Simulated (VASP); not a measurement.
# BN (P6_3/mmc) in VASP: settings compared

BN is run at these levels: r2SCAN, PBE, HSE06; tasks: single point.

All numbers are computed with VASP 6.6.1; they aren't measurements. Logs are shortened: lines on timing, memory, paths and dates and some standing lists are left out, and cuts for length are marked.

### Step 1. The cell of the first run

Symmetry: P6_3/mmc, No. 194, hexagonal system. The conventional cell has a = 2.491 Å, b = 2.491 Å, c = 4.001 Å, α = 90.00°, β = 90.00°, γ = 120.00°. B (site symmetry -3m) has 6 N at 1.75 Å and 2 B at 2.00 Å within 2.3 Å. Within 2.3 Å of N (site symmetry -6m2) lie 6 B at 1.75 Å.

### Step 2. Single point, r2SCAN

The input, POSCAR:

```
BN
1.0
    2.4913353509      0.0000000000      0.0000000000
   -1.2456676755      2.1575597032      0.0000000000
    0.0000000000      0.0000000000      4.0010591815
B N
2 2
Direct
    0.0000000000      0.0000000000      0.0000000000
    0.0000000000      0.0000000000      0.5000000000
    0.3333333333      0.6666666667      0.2500000000
    0.6666666667      0.3333333333      0.7500000000
```

The input, INCAR.step1:

```
SYSTEM = BN
  ALGO = Normal
  EDIFF = 1E-4
  ENCUT = 520
  GGA = PE
  ISMEAR = 0
  LASPH = .True.
  LCHARG = .False.
  LREAL = .False.
  LWAVE = .True.
  NBANDS = 16
  NELM = 80
  PREC = Accurate
  SIGMA = 0.01
```

The input, INCAR.step2:

```
SYSTEM = BN
  ALGO = Normal
  EDIFF = 1E-7
  ENCUT = 520
  ISIF = 2
  ISMEAR = 0
  ISTART = 1
  LASPH = .True.
  LCHARG = .False.
  LMIXTAU = .True.
  LREAL = .False.
  LWAVE = .False.
  METAGGA = R2SCAN
  NBANDS = 16
  NELM = 80
  PREC = Accurate
  SIGMA = 0.01
```

The input, KPOINTS:

```
k-points
0
Gamma
  6 6 4
  0 0 0
```

Potentials or basis: VASP PAW PBE potentials, release 64 (B, N).

On the command line:

```sh
> cat potpaw_PBE.64/B/POTCAR potpaw_PBE.64/N/POTCAR > POTCAR
> cp INCAR.step1 INCAR
> mpirun -np 1 vasp_std > vasp.out
> cp INCAR.step2 INCAR
> mpirun -np 1 vasp_std > vasp.out
```

OUTCAR:

```text
SYSTEM = BN
   EDIFF = 1E-7
   ENCUT = 520
   ISIF = 2
   ISMEAR = 0
   ISTART = 1
   LASPH = .True.
   LREAL = .False.
   METAGGA = R2SCAN
   NELM = 80
   PREC = Accurate

 ion  position               nearest neighbor table
   1  0.000  0.000  0.000-   3 1.75   4 1.75   4 1.75   3 1.75   4 1.75   3 1.75   2 2.00   2 2.00

   2  0.000  0.000  0.500-   3 1.75   4 1.75   4 1.75   3 1.75   4 1.75   3 1.75   1 2.00   1 2.00

   3  0.333  0.667  0.250-   1 1.75   2 1.75   1 1.75   2 1.75   1 1.75   2 1.75
   4  0.667  0.333  0.750-   1 1.75   2 1.75   1 1.75   2 1.75   1 1.75   2 1.75

  LATTYP: Found a hexagonal cell.
 ALAT       =     2.4913353509
 C/A-ratio  =     1.6059898079

  Lattice vectors:

 A1 = (   2.4913353509,   0.0000000000,   0.0000000000)
 A2 = (  -1.2456676755,   2.1575597032,   0.0000000000)
 A3 = (   0.0000000000,   0.0000000000,   4.0010591815)

Analysis of symmetry for initial positions (statically):
=====================================================================
 Subroutine PRICEL returns:
 Original cell was already a primitive cell.

 Routine SETGRP: Setting up the symmetry group for a
 hexagonal supercell.

 Subroutine GETGRP returns: Found 24 space group operations
 (whereof 12 operations were pure point group operations)
 out of a pool of 24 trial point group operations.

The static configuration has the point symmetry D_3d.
 The point group associated with its full space group is D_6h.

Analysis of symmetry for dynamics (positions and initial velocities):
=====================================================================
 Subroutine PRICEL returns:
 Original cell was already a primitive cell.

 Routine SETGRP: Setting up the symmetry group for a
 hexagonal supercell.

 Subroutine GETGRP returns: Found 24 space group operations
 (whereof 12 operations were pure point group operations)
 out of a pool of 24 trial point group operations.

The dynamic configuration has the point symmetry D_3d.
 The point group associated with its full space group is D_6h.

 Subroutine INISYM returns: Found 24 space group operations
 (whereof 12 operations are pure point group operations),
 and found     1 'primitive' translations

----------------------------------------------------------------------------------------

                                     Primitive cell

  volume of cell :      21.5065

  direct lattice vectors                    reciprocal lattice vectors
     2.491335351  0.000000000  0.000000000     0.401391165  0.231743297  0.000000000
    -1.245667676  2.157559703  0.000000000     0.000000000  0.463486595  0.000000000
     0.000000000  0.000000000  4.001059181     0.000000000  0.000000000  0.249933819

  length of vectors
     2.491335351  2.491335351  4.001059181     0.463486595  0.463486595  0.249933819

  position of ions in fractional coordinates (direct lattice)
     0.000000000  0.000000000  0.000000000
     0.000000000  0.000000000  0.500000000
     0.333333333  0.666666667  0.250000000
     0.666666667  0.333333333  0.750000000

  ion indices of the primitive-cell ions
   primitive index   ion index
                 1           1
                 2           2
                 3           3
                 4           4

----------------------------------------------------------------------------------------

 KPOINTS: k-points

Automatic generation of k-mesh.
 Grid dimensions read from file:
 generate k-points for:    6    6    4

 Generating k-lattice:

  Cartesian coordinates                     Fractional coordinates (reciprocal lattice)
     0.066898528  0.038623883  0.000000000     0.166666667 -0.000000000  0.000000000
     0.000000000  0.077247766  0.000000000     0.000000000  0.166666667  0.000000000
     0.000000000  0.000000000  0.062483455     0.000000000  0.000000000  0.250000000

  Length of vectors
     0.077247766  0.077247766  0.062483455

  Shift w.r.t. Gamma in fractional coordinates (k-lattice)
     0.000000000  0.000000000  0.000000000

 Subroutine IBZKPT returns following result:
 ===========================================

 Found     21 irreducible k-points:

 Following reciprocal coordinates:
            Coordinates               Weight
  0.000000  0.000000  0.000000      1.000000
  0.166667 -0.000000  0.000000      6.000000
  0.333333  0.000000  0.000000      6.000000
  0.500000 -0.000000  0.000000      3.000000
  0.166667  0.166667  0.000000      6.000000
  0.333333  0.166667  0.000000     12.000000
[... 13 lines left out ...]
  0.333333  0.166667  0.500000     12.000000
  0.333333  0.333333  0.500000      2.000000
   k-points           NKPTS =     21   k-points in BZ     NKDIM =     21   number of bands    NBANDS=     16
   number of dos      NEDOS =    301   number of ions     NIONS =      4
   total plane-waves  NPLWV =  12000
   dimension x,y,z NGX =    20 NGY =   20 NGZ =   30
   dimension x,y,z NGXF=    40 NGYF=   40 NGZF=   60
   ions per type =               2   2
   NGX,Y,Z   is equivalent  to a cutoff of  13.35, 13.35, 12.47 a.u.
   NGXF,Y,Z  is equivalent  to a cutoff of  26.69, 26.69, 24.93 a.u.
 SYSTEM =  BN
   PREC   = accura    normal or accurate (medium, high low for compatibility)
   ISTART =      1    job   : 0-new  1-cont  2-samecut
   ICHARG =      0    charge: 1-file 2-atom 10-const
   ISPIN  =      1    spin polarized calculation?
   LNONCOLLINEAR =      F non collinear calculations
   LSORBIT =      F    spin-orbit coupling
   LASPH  =      T    aspherical Exc in radial PAW
   ENCUT  =  520.0 eV  38.22 Ry    6.18 a.u.   4.63  4.63  7.44*2*pi/ulx,y,z
   NELM   =     80;   NELMIN=  2; NELMDL=  0     # of ELM steps
   EDIFF  = 0.1E-06   stopping-criterion for ELM
   LREAL  =      F    real-space projection
   EDIFFG = 0.1E-05   stopping-criterion for IOM
   NSW    =      0    number of steps for IOM
   IBRION =     -1    ionic relax: 0-MD 1-quasi-New 2-CG
   NFREE  =      0    steps in history (QN), initial steepest desc. (CG)
   ISIF   =      2    stress and relaxation
   ISYM   =      2    0-nonsym 1-usesym 2-fastsym
   POTIM  = 0.5000    time-step for ionic-motion
   TEBEG  =    0.0;   TEEND  =   0.0 temperature during run
   PSTRESS=    0.0 pullay stress
   NELECT =      16.0000    total number of electrons
   NUPDOWN=      -1.0000    fix difference up-down
   EMIN   =  10.00;   EMAX   =-10.00  energy-range for DOS
   EFERMI =   0.00;   METHOD = LEGACY
   ISMEAR =     0;   SIGMA  =   0.01  broadening in eV -4-tet -1-fermi 0-gaus
   EFERMI_NEDOS =   21; number of points for ismear=-14 and -15
   IALGO  =     38    algorithm
   IMIX   =      4    mixing-type and parameters
     AMIX     =   0.40;   BMIX     =  1.00
     AMIX_MAG =   1.60;   BMIX_MAG =  1.00
  volume/ion in A,a.u.               =       5.38        36.28
  Fermi-wavevector in a.u.,A,eV,Ry     =   1.483400  2.803219 29.939272  2.200474
  Thomas-Fermi vector in A             =   2.597066
   LORBIT       =      0    0 simple, 1 ext, 2 COOP (PROOUT), +10 PAW based schemes
   METAGGA = R2SCAN    functional components
   LHFCALC =     F    Hartree Fock is set to
   AEXX    =    0.0000 exact exchange contribution
   IVDW    =     0    specifies the selected vdW correction
   LEPSILON=     F    determine dielectric tensor
   LRPA    =     F    only Hartree local field effects (RPA)
 non-spin polarized calculation
 Gauss-broadening in eV      SIGMA  =   0.01
  energy-cutoff  :      520.00
  volume of cell :       21.51
 maximum number of plane-waves:       592
 NGX is ok and might be reduce to    20
   NGX =  9   NGY =  9   NGZ = 15

 number of electron      15.9999997 magnetization

 Free energy of the ion-electron system (eV)
  ---------------------------------------------------
  ext. energy  EPLUGINS =         0.00000000
  ---------------------------------------------------
  free energy    TOTEN  =       -30.82717459 eV

  energy without entropy =      -30.82717459  energy(sigma->0) =      -30.82717459

 E-fermi :  10.1016     XC(G=0): -14.6227

 val. band max:       10.0498269418   @ k =   0.1667  -0.0000   0.0000
 cond. band min:      11.8622700675   @ k =   0.3333   0.3333   0.0000
 fundamental gap:      1.8124431257
 Fermi energy:        10.1016315717

 k-point     1 :       0.0000    0.0000    0.0000
  band No.  band energies     occupation
      1     -13.4299      2.00000
      2      -8.1308      2.00000
      3      -2.6664      2.00000
      4       8.5972      2.00000
      5       8.5972      2.00000
      6       9.3302      2.00000
[... 8 lines left out ...]
     15      26.2192      0.00000
     16      26.3329      0.00000

 k-point     2 :       0.1667   -0.0000    0.0000
  band No.  band energies     occupation
      1     -12.7177      2.00000
      2      -7.4892      2.00000
      3      -2.0333      2.00000
      4       4.6639      2.00000
      5       6.6571      2.00000
      6       7.5870      2.00000
[... 8 lines left out ...]
     15      24.6960      0.00000
     16      25.9830      0.00000

 k-point     3 :       0.3333    0.0000    0.0000
  band No.  band energies     occupation
      1     -10.6528      2.00000
      2      -5.9794      2.00000
      3      -0.2784      2.00000
      4      -0.2441      2.00000
      5       3.3994      2.00000
      6       4.8111      2.00000
[... 8 lines left out ...]
     15      24.1356      0.00000
     16      26.9488      0.00000

 k-point     4 :       0.5000   -0.0000    0.0000
  band No.  band energies     occupation
      1      -8.2450      2.00000
      2      -6.4990      2.00000
      3      -0.4636      2.00000
      4      -0.4501      2.00000
      5       1.4682      2.00000
      6       4.1359      2.00000
[... 8 lines left out ...]
     15      25.6556      0.00000
     16      27.2235      0.00000
[... 267 lines left out ...]
 k-point    19 :       0.1667    0.1667    0.5000
  band No.  band energies     occupation
      1      -9.5805      2.00000
      2      -9.5805      2.00000
      3       2.6050      2.00000
      4       2.6050      2.00000
      5       3.9187      2.00000
      6       3.9187      2.00000
[... 8 lines left out ...]
     15      24.9469      0.00000
     16      24.9469      0.00000

 k-point    20 :       0.3333    0.1667    0.5000
  band No.  band energies     occupation
      1      -7.2684      2.00000
      2      -7.2684      2.00000
      3      -1.2379      2.00000
      4      -1.2379      2.00000
      5       2.7716      2.00000
      6       2.7716      2.00000
[... 8 lines left out ...]
     15      26.1534      0.00000
     16      26.1534      0.00000

 k-point    21 :       0.3333    0.3333    0.5000
  band No.  band energies     occupation
      1      -5.9990      2.00000
      2      -5.9990      2.00000
      3      -1.0393      2.00000
      4      -1.0393      2.00000
      5      -0.2664      2.00000
      6      -0.2664      2.00000
[... 8 lines left out ...]
     15      27.1991      0.00000
     16      27.1991      0.00000

------------------------ aborting loop because EDIFF is reached ----------------------------------------

  FORCE on cell =-STRESS in cart. coord.  units (eV):
  Direction    XX          YY          ZZ          XY          YZ          ZX
  --------------------------------------------------------------------------------------
  -------------------------------------------------------------------------------------
  Total        0.0583537      0.0583537      0.0087337     -0.0000000      0.0000000     -0.0000000
  in kB        4.3471959      4.3471959      0.6506341     -0.0000000      0.0000000     -0.0000000
  external PRESSURE =       3.1150086 kB  Pullay stress =       0.0000000 kB

 VOLUME and BASIS-vectors are now :
 -----------------------------------------------------------------------------
  energy-cutoff  :      520.00
  volume of cell :       21.51
      direct lattice vectors                 reciprocal lattice vectors
     2.491335351  0.000000000  0.000000000     0.401391165  0.231743297  0.000000000
    -1.245667676  2.157559703  0.000000000     0.000000000  0.463486595  0.000000000
     0.000000000  0.000000000  4.001059181     0.000000000  0.000000000  0.249933819

 POSITION                                       TOTAL-FORCE (eV/Angst)
 -----------------------------------------------------------------------------------
      0.00000      0.00000      0.00000         0.000000      0.000000      0.000000
      0.00000      0.00000      2.00053         0.000000      0.000000      0.000000
     -0.00000      1.43837      1.00026         0.000000     -0.000000     -0.000000
      1.24567      0.71919      3.00079        -0.000000      0.000000     -0.000000
 -----------------------------------------------------------------------------------
    total drift:                                0.000000     -0.000000      0.000000

  FREE ENERGIE OF THE ION-ELECTRON SYSTEM (eV)
  ---------------------------------------------------
  free  energy   TOTEN  =       -30.8271745919 eV

  energy  without entropy=      -30.8271745919  energy(sigma->0) =      -30.82717459
```

It took 35 s on 1 thread of Intel Xeon 8259CL, shared host; peak memory 0.13 GiB.

Results:

```yaml
Free_energy: -30.8272 eV
Pressure: 0.3 GPa
Band_gap_on_the_k_mesh: 1.81 eV (least direct gap 6.05 eV)
```

Stress tensor (GPa, compression positive):
```
0.43 0.00 0.00
0.00 0.43 0.00
0.00 0.00 0.07
```

Levels at points of the mesh, in eV from the valence-band top:
```
           k point  band 6  band 7  band 8  band 9  band 10  band 11
(0.00, 0.00, 0.00)   -0.72   -0.72   -0.15    6.34     8.67     9.23
(0.50, 0.00, 0.00)   -5.91   -4.51   -0.62    5.99     6.02     6.56
(0.00, 0.00, 0.50)   -0.97   -0.97   -0.97    7.64     7.64     8.53
(0.50, 0.00, 0.50)   -4.03   -3.43   -3.43    5.26     5.26     8.26
```

Caveat: the k points lie up to 0.49 Å⁻¹ apart; the PAW data sets were made with another functional, which shifts forces and pressure a little.

### Step 3. Single point, PBE

The input, INCAR:

```
PREC     = Accurate       # precision mode
ENCUT    = 520            # plane-wave cutoff, eV
EDIFF    = 1E-7           # SCF threshold, eV
ISMEAR   = 0              # smearing method
SIGMA    = 0.01           # smearing width, eV
LREAL    = F              # projectors in reciprocal space
LASPH    = T              # aspherical terms in the spheres
NELM     = 60             # most SCF steps
ALGO     = Normal         # electronic algorithm
ISIF     = 2              # what is computed and relaxed
LWAVE    = F              # write WAVECAR
LCHARG   = T              # write CHGCAR
GGA      = PE             # functional
LELF     = T              # ELF
LVHAR    = T            
NBANDS   = 16             # bands
```

The input, KPOINTS:

```
regular mesh
0
Gamma
  9 9 6
```

POSCAR is that of step 2.

Potentials or basis: VASP PAW PBE potentials, release 64 (B, N).

On the command line:

```sh
> cat potpaw_PBE.64/B/POTCAR potpaw_PBE.64/N/POTCAR > POTCAR
> mpirun -np 1 vasp_std > vasp.out
```

Run time: 21 s. Hardware: 1 thread of Intel Xeon 8259CL, shared host; peak memory 0.13 GiB.

It converged, with:

```
Free energy            : -27.8423 eV
Pressure               : 4.5 GPa
Band gap on the k mesh : 1.61 eV (least direct gap 5.20 eV)
```

Stress tensor (GPa, compression positive):
```
3.81 0.00 0.00
0.00 3.81 0.00
0.00 0.00 5.94
```

Levels at points of the mesh, in eV from the valence-band top:
```csv
k point,band 4,band 5,band 6,band 7,band 8,band 9,band 10,band 11,band 12,band 13
"(0.00, 0.00, 0.00)",-1.42,-1.42,-0.64,-0.64,-0.15,5.85,8.19,8.38,8.38,8.70
"(0.00, 0.00, 0.50)",-5.99,-0.92,-0.92,-0.92,-0.92,7.12,7.12,7.83,7.83,7.83
```

Caveat: the cell stands under pressure; an odd mesh through Γ misses points on the zone boundary, where band edges can lie.

### Step 4. Single point, HSE06

POSCAR is that of step 3.

The input, INCAR.step1:

```
SYSTEM = BN
ALGO     = Normal         ! electronic algorithm
EDIFF    = 1E-5           ! SCF threshold, eV
ENCUT    = 520            ! plane-wave cutoff, eV
GGA      = PE             ! functional
ISIF     = 2              ! what is computed and relaxed
ISMEAR   = 0              ! smearing method
LASPH    = .True.         ! aspherical terms in the spheres
LCHARG   = .False.        ! write CHGCAR
LREAL    = .False.        ! projectors in reciprocal space
LWAVE    = .True.         ! write WAVECAR
NBANDS   = 16             ! bands
NELM     = 60             ! most SCF steps
PREC     = Accurate       ! precision mode
SIGMA    = 0.01           ! smearing width, eV
```

The input, INCAR.step2:

```
SYSTEM = BN
ALGO     = Normal         ! electronic algorithm
EDIFF    = 1E-6           ! SCF threshold, eV
ENCUT    = 520            ! plane-wave cutoff, eV
GGA      = PE             ! functional
HFSCREEN = 0.2079         ! screening, 1/A
ISIF     = 2              ! what is computed and relaxed
ISMEAR   = 0              ! smearing method
ISTART   = 1            
LASPH    = .True.         ! aspherical terms in the spheres
LCHARG   = .False.        ! write CHGCAR
LHFCALC  = .True.         ! exact exchange
LREAL    = .False.        ! projectors in reciprocal space
LWAVE    = .False.        ! write WAVECAR
NBANDS   = 16             ! bands
NELM     = 60             ! most SCF steps
PREC     = Accurate       ! precision mode
PRECFOCK = Normal       
SIGMA    = 0.01           ! smearing width, eV
```

The input, KPOINTS:

```
k-points
0
Gamma
  6 6 4
  0 0 0
```

On the command line:

```sh
> cat potpaw_PBE.64/B/POTCAR potpaw_PBE.64/N/POTCAR > POTCAR
> cp INCAR.step1 INCAR
> mpirun -np 1 vasp_std > vasp.out
> cp INCAR.step2 INCAR
> mpirun -np 1 vasp_std > vasp.out
```

It took 20 min on 1 thread of Intel Xeon 8259CL, shared host; peak memory 0.24 GiB.

Results (log left out):

- Free energy: -33.1301 eV
- Pressure: -7.7 GPa
- Band gap on the k mesh: 2.60 eV (least direct gap 6.86 eV)

Stress tensor (GPa, compression positive):
```
-8.92  0.00  0.00
 0.00 -8.92  0.00
 0.00  0.00 -5.31
```

Levels at points of the mesh, in eV from the valence-band top:
```
           k point  band 6  band 7  band 8  band 9  band 10  band 11
(0.00, 0.00, 0.00)   -0.73   -0.73   -0.26    7.23     9.77    10.05
(0.50, 0.00, 0.00)   -6.25   -4.67   -0.63    6.76     6.89     7.26
(0.00, 0.00, 0.50)   -1.07   -1.07   -1.07    8.59     8.59     9.36
(0.50, 0.00, 0.50)   -4.25   -3.57   -3.57    6.07     6.07     9.02
```

Caveat: the k points lie up to 0.49 Å⁻¹ apart; the PAW data sets were made with another functional, which shifts forces and pressure a little.

### Step 5. The runs side by side

```tsv
level	k mesh	grid for exact exchange (PRECFOCK)	share of exact exchange	screening parameter	gap on the mesh (eV)	pressure (GPa)
r2SCAN	6 × 6 × 4	-	-	-	1.81	0.3
PBE	9 × 9 × 6	-	-	-	1.61	4.5
HSE06	6 × 6 × 4	Normal	0.25	0.2079 1/Å	2.60	-7.7
```

Alike in all rows: task single point; potentials or basis VASP PAW PBE potentials, release 64 (B, N); no spin polarisation; cell as given; cutoff (eV) 520; smearing gaussian 0.01 eV.

Caveats: some runs use coarse meshes; the PAW data sets were made with another functional, which shifts forces and pressure a little (at least some runs); the cell stands under pressure (at least some runs); an odd mesh through Γ misses points on the zone boundary, where band edges can lie (at least some runs).

Total energies depend on the potentials used, so only differences within one code and one set of settings carry meaning.
